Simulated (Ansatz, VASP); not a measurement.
# TePb in VASP and in Ansatz

```
Pb Te
1.0
     0.00000    3.24073    3.24073
     3.24073    0.00000    3.24073
     3.24073    3.24073    0.00000
Pb Te
1 1
Direct
  0.00000 0.00000 0.00000
  0.50000 0.50000 0.50000
```

Alike in both runs: task single point; functional PBE; k mesh 6 × 6 × 6; occupations fermi-dirac, width 0.1 eV; non-collinear spin, spin-orbit coupling.

```csv
,VASP,Ansatz
version,VASP 6.6.1,Ansatz 0.2 development build
potentials or method,"VASP PAW PBE potentials, release 64 (Pb_d, Te), cutoff 500 eV","all-electron full-potential LAPW, scalar-relativistic"
```

|  | VASP | Ansatz | Ansatz less VASP |
| --- | --- | --- | --- |
| pressure (GPa) | 1.5 | 1.5 | -0.05 |
| net moment per atom (μB) | 0.00 | 0.00 | 0.000 |

Ansatz ran all-electron here, and VASP with PAW potentials.
